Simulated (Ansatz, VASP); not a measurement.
**InP in VASP and in Ansatz**

```
In P
1.0
     0.00000    2.56003    3.84004
     2.56003    0.00000    3.84004
     2.56003    2.56003    0.00000
In P
1 1
Direct
  0.00000 0.00000 0.00000
  0.75000 0.75000 0.75000
```

Alike in both runs: task single point; functional r2SCAN; k mesh 10 × 10 × 10; occupations gaussian, width 0.05 eV; no spin polarisation.

|  | VASP | Ansatz |
| --- | --- | --- |
| version | VASP 6.6.1 | Ansatz 0.2.0 |
| potentials or method | VASP PAW PBE potentials, release 64 (In_d, P), cutoff 520 eV | scalar-relativistic, plane waves, PAW |
| valence electrons in the cell | 18 | 18 |

```tsv
	VASP	Ansatz	Ansatz less VASP
gap on the k mesh at the Fermi level (eV)	none	none	-
pressure (GPa)	-0.5	-0.5	+0.05
traceless stress, the component that is largest in VASP (GPa)	-15.09	-15.03	+0.062
```

VASP's potentials were made for PBE, not for r2SCAN. A gap of «none» marks a metal or a gap that the smearing closes. The functional is the same, so the differences come from potentials, cutoffs and numerics.
